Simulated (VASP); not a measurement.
# BN (F-43m) in VASP: a series of runs

Runs on BN. Level: LDA. Tasks: single point.

Program: VASP 6.6.1. These are calculated values, not measurements. Logs are shortened: lines on timing, memory, paths and dates and some standing lists are left out, and cuts for length are marked.

**1. The cell of the first run**

Symmetry: F-43m, No. 216, cubic system. Conventional cell: a = 3.528 Å, b = 3.528 Å, c = 3.528 Å, α = 90.00°, β = 90.00°, γ = 90.00°. Within 2.0 Å of B (site symmetry -43m) lie 4 N at 1.53 Å. N (site symmetry -43m) has 4 B at 1.53 Å within 2.0 Å.

**2. Single point, LDA**

INCAR reads:

```
  PREC = Accurate
  ENCUT = 600
  EDIFF = 1E-6
  ISMEAR = 0
  SIGMA = 0.01
  LREAL = F
  LASPH = T
  NELM = 120
  ALGO = Normal
  ISIF = 2
  LWAVE = F
  LCHARG = T
  LELF = T
  LVHAR = T
  NBANDS = 11
  GGA_COMPAT = F
```

KPOINTS reads:

```
Automatic mesh
0
Gamma
  12 12 12
```

POSCAR reads:

```
BN
1.0
    0.0000000000      1.7638200000      1.7638200000
    1.7638200000      0.0000000000      1.7638200000
    1.7638200000      1.7638200000      0.0000000000
B N
1 1
Direct
    0.0000000000      0.0000000000      0.0000000000
    0.2500000000      0.2500000000      0.2500000000
```

Potentials or basis: VASP PAW LDA potentials, release 64 (B, N).

Started as:

```sh
cat potpaw_LDA.64/B/POTCAR potpaw_LDA.64/N/POTCAR > POTCAR
mpirun -np 1 vasp_std > vasp.out
```

OUTCAR:

```text
PREC = Accurate
   ENCUT = 600
   EDIFF = 1E-6
   ISMEAR = 0
   LREAL = F
   LASPH = T
   NELM = 120
   ISIF = 2

 ion  position               nearest neighbor table
   1  0.000  0.000  0.000-   2 1.53   2 1.53   2 1.53   2 1.53
   2  0.250  0.250  0.250-   1 1.53   1 1.53   1 1.53   1 1.53

  LATTYP: Found a face centered cubic cell.
 ALAT       =     3.5276400000

  Lattice vectors:

 A1 = (   0.0000000000,   1.7638200000,   1.7638200000)
 A2 = (   1.7638200000,   0.0000000000,   1.7638200000)
 A3 = (   1.7638200000,   1.7638200000,   0.0000000000)

Analysis of symmetry for initial positions (statically):
=====================================================================
 Subroutine PRICEL returns:
 Original cell was already a primitive cell.

 Routine SETGRP: Setting up the symmetry group for a
 face centered cubic supercell.

 Subroutine GETGRP returns: Found 24 space group operations
 (whereof 24 operations were pure point group operations)
 out of a pool of 48 trial point group operations.

The static configuration has the point symmetry T_d .

Analysis of symmetry for dynamics (positions and initial velocities):
=====================================================================
 Subroutine PRICEL returns:
 Original cell was already a primitive cell.

 Routine SETGRP: Setting up the symmetry group for a
 face centered cubic supercell.

 Subroutine GETGRP returns: Found 24 space group operations
 (whereof 24 operations were pure point group operations)
 out of a pool of 48 trial point group operations.

The dynamic configuration has the point symmetry T_d .

 Subroutine INISYM returns: Found 24 space group operations
 (whereof 24 operations are pure point group operations),
 and found     1 'primitive' translations

----------------------------------------------------------------------------------------

                                     Primitive cell

  volume of cell :      10.9747

  direct lattice vectors                    reciprocal lattice vectors
     0.000000000  1.763820000  1.763820000    -0.283475638  0.283475638  0.283475638
     1.763820000  0.000000000  1.763820000     0.283475638 -0.283475638  0.283475638
     1.763820000  1.763820000  0.000000000     0.283475638  0.283475638 -0.283475638

  length of vectors
     2.494418166  2.494418166  2.494418166     0.490994208  0.490994208  0.490994208

  position of ions in fractional coordinates (direct lattice)
     0.000000000  0.000000000  0.000000000
     0.250000000  0.250000000  0.250000000

  ion indices of the primitive-cell ions
   primitive index   ion index
                 1           1
                 2           2

----------------------------------------------------------------------------------------

 KPOINTS: Automatic mesh

Automatic generation of k-mesh.
 Grid dimensions read from file:
 generate k-points for:   12   12   12

 Generating k-lattice:

  Cartesian coordinates                     Fractional coordinates (reciprocal lattice)
    -0.023622970  0.023622970  0.023622970     0.083333333  0.000000000  0.000000000
     0.023622970 -0.023622970  0.023622970     0.000000000  0.083333333  0.000000000
     0.023622970  0.023622970 -0.023622970     0.000000000  0.000000000  0.083333333

  Length of vectors
     0.040916184  0.040916184  0.040916184

  Shift w.r.t. Gamma in fractional coordinates (k-lattice)
     0.000000000  0.000000000  0.000000000

 Subroutine IBZKPT returns following result:
 ===========================================

 Found     72 irreducible k-points:

 Following reciprocal coordinates:
            Coordinates               Weight
  0.000000  0.000000  0.000000      1.000000
  0.083333  0.000000  0.000000      8.000000
  0.166667  0.000000  0.000000      8.000000
  0.250000  0.000000  0.000000      8.000000
  0.333333  0.000000  0.000000      8.000000
  0.416667  0.000000  0.000000      8.000000
[... 16 lines left out ...]
  0.500000  0.166667  0.000000     24.000000
 -0.416667  0.166667  0.000000     24.000000
 [... further k-points ...]
   k-points           NKPTS =     72   k-points in BZ     NKDIM =     72   number of bands    NBANDS=     11
   number of dos      NEDOS =    301   number of ions     NIONS =      2
   total plane-waves  NPLWV =   8000
   dimension x,y,z NGX =    20 NGY =   20 NGZ =   20
   dimension x,y,z NGXF=    40 NGYF=   40 NGZF=   40
   ions per type =               1   1
   NGX,Y,Z   is equivalent  to a cutoff of  13.33, 13.33, 13.33 a.u.
   NGXF,Y,Z  is equivalent  to a cutoff of  26.66, 26.66, 26.66 a.u.
 SYSTEM =  unknown system
   PREC   = accura    normal or accurate (medium, high low for compatibility)
   ISTART =      0    job   : 0-new  1-cont  2-samecut
   ICHARG =      2    charge: 1-file 2-atom 10-const
   ISPIN  =      1    spin polarized calculation?
   LNONCOLLINEAR =      F non collinear calculations
   LSORBIT =      F    spin-orbit coupling
   LASPH  =      T    aspherical Exc in radial PAW
   ENCUT  =  600.0 eV  44.10 Ry    6.64 a.u.   4.98  4.98  4.98*2*pi/ulx,y,z
   NELM   =    120;   NELMIN=  2; NELMDL= -5     # of ELM steps
   EDIFF  = 0.1E-05   stopping-criterion for ELM
   LREAL  =      F    real-space projection
   EDIFFG = 0.1E-04   stopping-criterion for IOM
   NSW    =      0    number of steps for IOM
   IBRION =     -1    ionic relax: 0-MD 1-quasi-New 2-CG
   NFREE  =      0    steps in history (QN), initial steepest desc. (CG)
   ISIF   =      2    stress and relaxation
   ISYM   =      2    0-nonsym 1-usesym 2-fastsym
   POTIM  = 0.5000    time-step for ionic-motion
   TEBEG  =    0.0;   TEEND  =   0.0 temperature during run
   PSTRESS=    0.0 pullay stress
   NELECT =       8.0000    total number of electrons
   NUPDOWN=      -1.0000    fix difference up-down
   EMIN   =  10.00;   EMAX   =-10.00  energy-range for DOS
   EFERMI =   0.00;   METHOD = LEGACY
   ISMEAR =     0;   SIGMA  =   0.01  broadening in eV -4-tet -1-fermi 0-gaus
   EFERMI_NEDOS =   21; number of points for ismear=-14 and -15
   IALGO  =     38    algorithm
   IMIX   =      4    mixing-type and parameters
     AMIX     =   0.40;   BMIX     =  1.00
     AMIX_MAG =   1.60;   BMIX_MAG =  1.00
  volume/ion in A,a.u.               =       5.49        37.03
  Fermi-wavevector in a.u.,A,eV,Ry     =   1.473354  2.784236 29.535163  2.170773
  Thomas-Fermi vector in A             =   2.588258
   LORBIT       =      0    0 simple, 1 ext, 2 COOP (PROOUT), +10 PAW based schemes
   GGA     = CA    functional components
   LHFCALC =     F    Hartree Fock is set to
   AEXX    =    0.0000 exact exchange contribution
   IVDW    =     0    specifies the selected vdW correction
   LEPSILON=     F    determine dielectric tensor
   LRPA    =     F    only Hartree local field effects (RPA)
 non-spin polarized calculation
 Gauss-broadening in eV      SIGMA  =   0.01
  energy-cutoff  :      600.00
  volume of cell :       10.97
 maximum number of plane-waves:       380
   NGX =  9   NGY =  9   NGZ =  9

 number of electron       7.9999999 magnetization

 Free energy of the ion-electron system (eV)
  ---------------------------------------------------
  ext. energy  EPLUGINS =         0.00000000
  ---------------------------------------------------
  free energy    TOTEN  =       -19.38287366 eV

  energy without entropy =      -19.38287366  energy(sigma->0) =      -19.38287366

 E-fermi :   8.4379     XC(G=0): -13.4613

 val. band max:        8.3346314374   @ k =   0.0000   0.0000   0.0000
 cond. band min:      12.7619936325   @ k =   0.5000   0.5000   0.0000
 fundamental gap:      4.4273621951
 Fermi energy:         8.4379144815

 k-point     1 :       0.0000    0.0000    0.0000
  band No.  band energies     occupation
      1     -12.5902      2.00000
      2       8.3346      2.00000
      3       8.3346      2.00000
      4       8.3346      2.00000
      5      17.3645      0.00000
      6      17.3645      0.00000
      7      17.3645      0.00000
      8      19.9914      0.00000
      9      34.2347      0.00000
     10      37.0419      0.00000
     11      37.0419      0.00000

 k-point     2 :       0.0833    0.0000    0.0000
  band No.  band energies     occupation
      1     -12.4108      2.00000
      2       7.3820      2.00000
      3       8.1368      2.00000
      4       8.1368      2.00000
      5      17.6623      0.00000
      6      17.6623      0.00000
      7      17.6876      0.00000
      8      20.4795      0.00000
      9      33.7785      0.00000
     10      34.5702      0.00000
     11      34.5702      0.00000

 k-point     3 :       0.1667    0.0000    0.0000
  band No.  band energies     occupation
      1     -11.8779      2.00000
      2       5.1814      2.00000
      3       7.6589      2.00000
      4       7.6589      2.00000
      5      18.2307      0.00000
      6      18.3473      0.00000
      7      18.3473      0.00000
      8      21.6500      0.00000
      9      32.9227      0.00000
     10      32.9227      0.00000
     11      32.9382      0.00000

 k-point     4 :       0.2500    0.0000    0.0000
  band No.  band energies     occupation
      1     -11.0119      2.00000
      2       2.5826      2.00000
      3       7.1117      2.00000
      4       7.1117      2.00000
      5      18.7314      0.00000
      6      18.9842      0.00000
      7      18.9842      0.00000
      8      22.8070      0.00000
      9      32.3716      0.00000
     10      32.5174      0.00000
     11      32.5174      0.00000

 k-point     5 :       0.3333    0.0000    0.0000
  band No.  band energies     occupation
      1      -9.8692      2.00000
      2       0.0413      2.00000
      3       6.6479      2.00000
      4       6.6479      2.00000
      5      19.1516      0.00000
      6      19.2861      0.00000
      7      19.2861      0.00000
      8      23.5724      0.00000
      9      32.2506      0.00000
     10      33.4058      0.00000
     11      33.4058      0.00000
[... 211 lines left out ...]
 k-point    21 :       0.3333    0.1667    0.0000
  band No.  band energies     occupation
      1     -10.0601      2.00000
      2       1.9647      2.00000
      3       5.3254      2.00000
      4       5.7247      2.00000
      5      16.6898      0.00000
      6      21.3543      0.00000
      7      21.6323      0.00000
      8      21.7602      0.00000
      9      28.4478      0.00000
     10      35.9714      0.00000
     11      37.3559      0.00000

 k-point    22 :       0.4167    0.1667    0.0000
  band No.  band energies     occupation
      1      -8.8910      2.00000
      2      -0.2885      2.00000
      3       5.0329      2.00000
      4       5.1321      2.00000
      5      17.0850      0.00000
      6      21.5085      0.00000
      7      21.6935      0.00000
      8      22.8094      0.00000
      9      29.3710      0.00000
     10      35.7584      0.00000
     11      37.6995      0.00000

 k-point    23 :       0.5000    0.1667    0.0000
  band No.  band energies     occupation
      1      -7.7858      2.00000
      2      -2.0162      2.00000
      3       4.4040      2.00000
      4       5.2150      2.00000
      5      17.4174      0.00000
      6      21.4108      0.00000
      7      21.5682      0.00000
      8      24.1504      0.00000
      9      29.7278      0.00000
     10      35.9673      0.00000
     11      36.8763      0.00000

 k-point    24 :      -0.4167    0.1667    0.0000
  band No.  band energies     occupation
      1      -7.5632      2.00000
      2      -2.3288      2.00000
      3       3.9679      2.00000
      4       5.5581      2.00000
      5      17.8749      0.00000
      6      20.9853      0.00000
      7      21.4605      0.00000
      8      24.8253      0.00000
      9      30.0180      0.00000
     10      34.4448      0.00000
     11      36.2433      0.00000

 [... further k-points ...]

------------------------ aborting loop because EDIFF is reached ----------------------------------------

  FORCE on cell =-STRESS in cart. coord.  units (eV):
  Direction    XX          YY          ZZ          XY          YZ          ZX
  --------------------------------------------------------------------------------------
  -------------------------------------------------------------------------------------
  Total        1.3975412      1.3975412      1.3975412      0.0000000      0.0000000      0.0000000
  in kB      204.0245389    204.0245389    204.0245389      0.0000000      0.0000000      0.0000000
  external PRESSURE =     204.0245389 kB  Pullay stress =       0.0000000 kB

 VOLUME and BASIS-vectors are now :
 -----------------------------------------------------------------------------
  energy-cutoff  :      600.00
  volume of cell :       10.97
      direct lattice vectors                 reciprocal lattice vectors
     0.000000000  1.763820000  1.763820000    -0.283475638  0.283475638  0.283475638
     1.763820000  0.000000000  1.763820000     0.283475638 -0.283475638  0.283475638
     1.763820000  1.763820000  0.000000000     0.283475638  0.283475638 -0.283475638

 POSITION                                       TOTAL-FORCE (eV/Angst)
 -----------------------------------------------------------------------------------
      0.00000      0.00000      0.00000        -0.000000      0.000000      0.000000
      0.88191      0.88191      0.88191         0.000000     -0.000000     -0.000000
 -----------------------------------------------------------------------------------
    total drift:                               -0.000000     -0.000000     -0.000000

  FREE ENERGIE OF THE ION-ELECTRON SYSTEM (eV)
  ---------------------------------------------------
  free  energy   TOTEN  =       -19.3828736626 eV

  energy  without entropy=      -19.3828736626  energy(sigma->0) =      -19.38287366
```

Run time: 6.6 s. Hardware: 1 thread of Intel Xeon Platinum 8259CL at 2.50GHz (Skylake/Cascade Lake), shared host; peak memory 0.12 GiB.

What came out:

| Item | Value |
| --- | --- |
| Free energy | -19.3829 eV |
| Pressure | 20.4 GPa |
| Band gap on the k mesh | 4.43 eV (least direct gap 9.03 eV) |

Caveat: the cell stands under pressure. A k mesh can miss the band edges.

**3. Single point, LDA**

This run uses another cell than the first one, of 5.40 Å³/atom.

INCAR, as its differences from that of step 2:

```diff
@@ -11,5 +11,4 @@
   LWAVE = F
-  LCHARG = T
-  LELF = T
-  LVHAR = T
+  LCHARG = F
+  GGA = CA
   NBANDS = 11
```

KPOINTS reads:

```
regular mesh
0
Gamma
  12 12 12
```

POSCAR reads:

```
BN
1.0
    0.0000000000      1.7548575000      1.7548575000
    1.7548575000      0.0000000000      1.7548575000
    1.7548575000      1.7548575000      0.0000000000
B N
1 1
Direct
    0.0000000000      0.0000000000      0.0000000000
    0.2500000000      0.2500000000      0.2500000000
```

Potentials or basis: VASP PAW LDA potentials, release 64 (B, N).

Started as:

```sh
cat potpaw_LDA.64/B/POTCAR potpaw_LDA.64/N/POTCAR > POTCAR
mpirun -np 1 vasp_std > vasp.out
```

It took 6.4 s on 1 thread of Intel Xeon Platinum 8259CL at 2.50GHz (Skylake/Cascade Lake), shared host; peak memory 0.12 GiB.

It converged, with:

```yaml
Free_energy: -19.3573 eV
Pressure: 27.9 GPa
Band_gap_on_the_k_mesh: 4.44 eV (least direct gap 9.10 eV)
```

Levels at points of the mesh, in eV from the valence-band top:
| k point | band 1 | band 2 | band 3 | band 4 | band 5 | band 6 | band 7 | band 8 |
| --- | --- | --- | --- | --- | --- | --- | --- | --- |
| (0.00, 0.00, 0.00) | -21.11 | 0.00 | 0.00 | 0.00 | 9.10 | 9.10 | 9.10 | 11.92 |
| (0.50, 0.00, 0.00) | -16.40 | -11.55 | -2.12 | -2.12 | 11.05 | 11.05 | 11.40 | 15.92 |
| (0.50, 0.50, 0.00) | -14.90 | -9.48 | -5.38 | -5.38 | 4.44 | 9.64 | 19.09 | 19.09 |

Caveat: the cell stands under pressure. A k mesh can miss the band edges.

(Continued in part 2 of 2.)
